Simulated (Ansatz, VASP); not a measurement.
**One calculation of FeO, two programs**

Contents of INCAR:

```
SYSTEM = FeO
PREC = Accurate ; ENCUT = 520
EDIFF = 1E-6 ; ISMEAR = 0
SIGMA = 0.05 ; LREAL = .FALSE.
LASPH = .TRUE. ; NELM = 150
ALGO = Normal ; ISIF = 2
LWAVE = .FALSE. ; LCHARG = .FALSE.
ISPIN = 2 ; MAGMOM = 4 4 0 0
LORBIT = 11 ; LMAXMIX = 4
LDAU = .TRUE. ; LDAUTYPE = 2
LDAUL = 2 -1 ; LDAUU = 1 0
LDAUJ = 0 0 ; LDAUPRINT = 1
NBANDS = 26
```

File KPOINTS:

```
Automatic mesh
0
G
  7 7 7
  0 0 0
```

POSCAR

```
FeO
1.0
    2.9029055100      0.0000000000      0.0000000000
   -2.9029055000      5.0279798400      0.0000000000
    0.0000000000      0.0000000000      2.8330919500
Fe O
2 2
Direct
    0.0000000000      0.0000000000      0.0000000000
    0.0000000000      0.5000000000      0.0000000000
    0.6666666667      0.1666666667      0.5000000000
    0.6666666667      0.6666666667      0.5000000000
```

Input for Ansatz:

```yaml
crystal:
  lattice:
    - [2.90290551, 0.0, 0.0]
    - [-2.9029055, 5.02797984, 0.0]
    - [0.0, 0.0, 2.83309195]
  atoms:
    - { symbol: Fe, position: [0.0, 0.0, 0.0], spin: 4.0 }
    - { symbol: O, position: [0.6666666667, 0.1666666667, 0.5] }
    - { symbol: Fe, position: [0.0, 0.5, 0.0], spin: 4.0 }
    - { symbol: O, position: [0.6666666667, 0.6666666667, 0.5] }
basis:
  ecutwfc: 420
  ecutrho_ratio: 4
kpoints:
  mp_grid: { grid: [7, 7, 7] }
hamiltonian:
  xc: lda
  hubbard:
    sites: [{ site: 0, l: d, u_eff: 1.0 }, { site: 2, l: d, u_eff: 1.0 }]
scf:
  occupations: { method: gaussian, width: 0.05 }
  lower_state_search: "off"
  max_iter: 150
output:
  forces: true
  stress: true
  eigenvalues: true
  populations: true
  hubbard: { sites: [{ site: 0, l: d }, { site: 2, l: d }] }
magnetization:
  spin_polarized: true
```

Alike in both runs: task single point; functional LDA; k mesh 7 × 7 × 7; occupations gaussian, width 0.05 eV; collinear spin; Hubbard terms Fe d U = 1.0 eV.

|  | VASP | Ansatz |
| --- | --- | --- |
| version | VASP 6.6.1 | Ansatz 0.2.0 |
| potentials or method | VASP PAW LDA potentials, release 64 (Fe, O), cutoff 520 eV | scalar-relativistic, plane waves, PAW |
| valence electrons in the cell | 28 | 44 |

|  | VASP | Ansatz | Ansatz less VASP |
| --- | --- | --- | --- |
| gap on the k mesh at the Fermi level (eV) | none | none | - |
| pressure (GPa) | -24.7 | -24.3 | +0.37 |
| net moment per atom (μB) | 2.00 | 2.00 | 0.000 |
| size of the moment on the site where the two differ most (μB) | 3.58 | 3.46 | -0.129 |

LDA's correlation is that of Perdew and Zunger in VASP and of Perdew and Wang (1992) in Ansatz. Site moments also hang on the region over which each program counts them. The programs project onto different local orbitals, so the same U acts differently, and such runs can settle in different states. A gap of «none» marks a metal or a gap that the smearing closes. VASP's potentials hold 28 valence electrons a cell and Ansatz's 44, so a difference there can come from the potentials and not from the codes. Ansatz's warnings: filled band counts differ across k points.
